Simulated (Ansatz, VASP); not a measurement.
BeC2: VASP beside Ansatz

```
CELL_PARAMETERS angstrom
2.42186 0.00000 0.00000
-1.21093 2.09739 0.00000
0.00000 0.00000 12.98991
ATOMIC_POSITIONS crystal
Be 0.33333 0.66667 0.25000
Be 0.66667 0.33333 0.75000
C 0.33333 0.66667 0.50003
C 0.66667 0.33333 0.00003
C 0.33333 0.66667 0.99997
C 0.66667 0.33333 0.49997
```

Alike in both runs: functional r2SCAN; k mesh 12 × 12 × 2; occupations gaussian, width 0.1 eV; no spin polarisation.

Ansatz relaxed the structure, and its values are those at the end. VASP's run is a single point on that final structure, the one shown.

```csv
,VASP,Ansatz
version,VASP 6.6.1,Ansatz 0.2.0
potentials or method,"VASP PAW PBE potentials, release 64 (Be, C), cutoff 520 eV","scalar-relativistic, plane waves, PAW"
valence electrons in the cell,20,20
```

|  | VASP | Ansatz | Ansatz less VASP |
| --- | --- | --- | --- |
| gap on the k mesh at the Fermi level (eV) | none | none | - |
| pressure (GPa) | 0.6 | 0.3 | -0.30 |

VASP's potentials were made for PBE, not for r2SCAN. A gap of «none» marks a metal or a gap that the smearing closes.
